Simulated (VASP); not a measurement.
# AgBr (Fm-3m) in VASP: further runs, part 2 of 2

VASP 6.6.1. The steps go on from the part before.

## 6. Single point, PBE

This run uses another cell than the first one, of 23.64 Å³/atom.

Contents of INCAR:

```
ALGO = Normal
EDIFF = 1E-6
ENCUT = 500
GGA = PE
GGA_COMPAT = False
ISIF = 2
ISMEAR = -1
LASPH = True
LCHARG = False
LREAL = False
LWAVE = False
NBANDS = 16
NELM = 120
PREC = Accurate
SIGMA = 0.03
```

Contents of KPOINTS:

```
k-points
0
Gamma
  9 9 9
```

Contents of POSCAR:

```
AgBr
1.0
    0.0000000000      2.8701500000      2.8701500000
    2.8701500000      0.0000000000      2.8701500000
    2.8701500000      2.8701500000      0.0000000000
Ag Br
1 1
Direct
    0.0000000000      0.0000000000      0.0000000000
    0.5000000000      0.5000000000      0.5000000000
```

Potentials or basis: VASP PAW PBE potentials, release 64 (Ag, Br).

Command:

```console
$ cat potpaw_PBE.64/Ag/POTCAR potpaw_PBE.64/Br/POTCAR > POTCAR
$ mpirun -np 1 vasp_std > vasp.out
```

OUTCAR:

```text
EDIFF = 1E-6
   ENCUT = 500
   GGA = PE
   ISIF = 2
   ISMEAR = -1
   LASPH = True
   LREAL = False
   NELM = 120
   PREC = Accurate

 ion  position               nearest neighbor table
   1  0.000  0.000  0.000-   2 2.87   2 2.87   2 2.87   2 2.87   2 2.87   2 2.87
   2  0.500  0.500  0.500-   1 2.87   1 2.87   1 2.87   1 2.87   1 2.87   1 2.87

  LATTYP: Found a face centered cubic cell.
 ALAT       =     5.7403000000

  Lattice vectors:

 A1 = (   0.0000000000,   2.8701500000,   2.8701500000)
 A2 = (   2.8701500000,   0.0000000000,   2.8701500000)
 A3 = (   2.8701500000,   2.8701500000,   0.0000000000)

Analysis of symmetry for initial positions (statically):
=====================================================================
 Subroutine PRICEL returns:
 Original cell was already a primitive cell.

 Routine SETGRP: Setting up the symmetry group for a
 face centered cubic supercell.

 Subroutine GETGRP returns: Found 48 space group operations
 (whereof 48 operations were pure point group operations)
 out of a pool of 48 trial point group operations.

The static configuration has the point symmetry O_h .

Analysis of symmetry for dynamics (positions and initial velocities):
=====================================================================
 Subroutine PRICEL returns:
 Original cell was already a primitive cell.

 Routine SETGRP: Setting up the symmetry group for a
 face centered cubic supercell.

 Subroutine GETGRP returns: Found 48 space group operations
 (whereof 48 operations were pure point group operations)
 out of a pool of 48 trial point group operations.

The dynamic configuration has the point symmetry O_h .

 Subroutine INISYM returns: Found 48 space group operations
 (whereof 48 operations are pure point group operations),
 and found     1 'primitive' translations

----------------------------------------------------------------------------------------

                                     Primitive cell

[... 109 lines left out ...]
     AMIX     =   0.40;   BMIX     =  1.00
     AMIX_MAG =   1.60;   BMIX_MAG =  1.00
  volume/ion in A,a.u.               =      23.64       159.55
  Fermi-wavevector in a.u.,A,eV,Ry     =   1.186454  2.242074 19.152570  1.407674
  Thomas-Fermi vector in A             =   2.322627
   LORBIT       =      0    0 simple, 1 ext, 2 COOP (PROOUT), +10 PAW based schemes
   GGA     = PE    functional components
   LHFCALC =     F    Hartree Fock is set to
   AEXX    =    0.0000 exact exchange contribution
   IVDW    =     0    specifies the selected vdW correction
   LEPSILON=     F    determine dielectric tensor
   LRPA    =     F    only Hartree local field effects (RPA)
 non-spin polarized calculation
  energy-cutoff  :      500.00
  volume of cell :       47.29
 maximum number of plane-waves:      1243
 NGX is ok and might be reduce to    30
   NGX = 15   NGY = 15   NGZ = 15

 number of electron      18.0000002 magnetization

 Free energy of the ion-electron system (eV)
  ---------------------------------------------------
  ext. energy  EPLUGINS =         0.00000000
  ---------------------------------------------------
  free energy    TOTEN  =        -4.98330616 eV

  energy without entropy =       -4.98330608  energy(sigma->0) =       -4.98330612

 E-fermi :   3.9890     XC(G=0):  -9.8607

 val. band max:        3.5770635147   @ k =   0.4444   0.0000   0.0000
 cond. band min:       4.2929011557   @ k =   0.0000   0.0000   0.0000
 fundamental gap:      0.7158376410
 Fermi energy:         3.9889736198

 k-point     1 :       0.0000    0.0000    0.0000
  band No.  band energies     occupation
      1     -11.4609      2.00000
      2       0.8237      2.00000
      3       0.8237      2.00000
      4       0.8237      2.00000
      5       0.8239      2.00000
      6       0.8239      2.00000
[... 433 lines left out ...]
      3       0.5584      2.00000
      4       0.7366      2.00000
      5       0.7366      2.00000
      6       0.9796      2.00000
[... 8 lines left out ...]
     15      18.6297      0.00000
     16      18.7050      0.00000

 [... further k-points ...]

------------------------ aborting loop because EDIFF is reached ----------------------------------------

  FORCE on cell =-STRESS in cart. coord.  units (eV):
  Direction    XX          YY          ZZ          XY          YZ          ZX
  --------------------------------------------------------------------------------------
  -------------------------------------------------------------------------------------
  Total        0.6734982      0.6734982      0.6734982      0.0000000     -0.0000000     -0.0000000
  in kB       22.8193494     22.8193494     22.8193494      0.0000000     -0.0000000     -0.0000000
  external PRESSURE =      22.8193494 kB  Pullay stress =       0.0000000 kB

 VOLUME and BASIS-vectors are now :
 -----------------------------------------------------------------------------
  energy-cutoff  :      500.00
  volume of cell :       47.29
      direct lattice vectors                 reciprocal lattice vectors
     0.000000000  2.870150000  2.870150000    -0.174206923  0.174206923  0.174206923
     2.870150000  0.000000000  2.870150000     0.174206923 -0.174206923  0.174206923
     2.870150000  2.870150000  0.000000000     0.174206923  0.174206923 -0.174206923

 POSITION                                       TOTAL-FORCE (eV/Angst)
 -----------------------------------------------------------------------------------
      0.00000      0.00000      0.00000        -0.000000     -0.000000     -0.000000
      2.87015      2.87015      2.87015         0.000000      0.000000      0.000000
 -----------------------------------------------------------------------------------
    total drift:                               -0.000000      0.000000      0.000000

  FREE ENERGIE OF THE ION-ELECTRON SYSTEM (eV)
  ---------------------------------------------------
  free  energy   TOTEN  =        -4.9833061616 eV

  energy  without entropy=       -4.9833060753  energy(sigma->0) =       -4.98330612
```

OSZICAR:

```text
N       E                     dE             d eps       ncg     rms          rms(c)
DAV:   1     0.968126559936E+02    0.96813E+02   -0.80952E+03  1144   0.961E+02
DAV:   2    -0.165984588470E+01   -0.98473E+02   -0.90969E+02  1384   0.213E+02
DAV:   3    -0.508258852442E+01   -0.34227E+01   -0.34155E+01  1344   0.407E+01
DAV:   4    -0.509986300795E+01   -0.17274E-01   -0.17274E-01  1480   0.319E+00
DAV:   5    -0.510001706501E+01   -0.15406E-03   -0.15406E-03  1344   0.298E-01    0.601E+00
DAV:   6    -0.498741627342E+01    0.11260E+00   -0.17801E-01  1360   0.601E+00    0.393E+00
DAV:   7    -0.498322314817E+01    0.41931E-02   -0.60807E-02  1280   0.163E+00    0.158E+00
DAV:   8    -0.498325938313E+01   -0.36235E-04   -0.39932E-03  1336   0.635E-01    0.252E-01
DAV:   9    -0.498327878399E+01   -0.19401E-04   -0.50392E-04  1384   0.232E-01    0.323E-02
DAV:  10    -0.498329948087E+01   -0.20697E-04   -0.33224E-05  1456   0.754E-02    0.193E-02
DAV:  11    -0.498330634938E+01   -0.68685E-05   -0.13275E-05  1312   0.290E-02    0.623E-03
DAV:  12    -0.498330616161E+01    0.18777E-06   -0.96502E-07   960   0.950E-03
   1 F= -.49833062E+01 E0= -.49833061E+01  d E =-.863508E-07
```

Wall time 34 s (1 thread of Intel Xeon 8259CL, shared host); peak memory 0.18 GiB.

Results:

- Free energy: -4.9833 eV
- Pressure: 2.3 GPa
- Band gap on the k mesh: 0.72 eV (least direct gap 2.61 eV)

Levels at points of the mesh, in eV from the valence-band top:
```tsv
k point	band 6	band 7	band 8	band 9	band 10	band 11	band 12	band 13
(0.00, 0.00, 0.00)	-2.75	-1.89	-1.89	-1.89	0.72	9.96	9.96	9.96
```

Caveat: an odd mesh through Γ misses points on the zone boundary, where band edges can lie.

## 7. Summary

```tsv
cell	gap on the mesh (eV)	pressure (GPa)
a = 3.768 Å, angles 60.0°, 2 atoms	0.84	22.2
a = 3.919 Å, angles 60.0°, 2 atoms	0.73	9.3
a = 4.059 Å, angles 60.0°, 2 atoms	0.72	2.3
```

Alike in all rows: task single point; level PBE; potentials or basis VASP PAW PBE potentials, release 64 (Ag, Br); no spin polarisation; k mesh 9 × 9 × 9; cutoff (eV) 500; smearing fermi-dirac 0.03 eV.

Caveats: an odd mesh through Γ misses points on the zone boundary, where band edges can lie; the cell stands under pressure (at least some runs).

Total energies depend on the potentials used, so only differences within one code and one set of settings carry meaning.
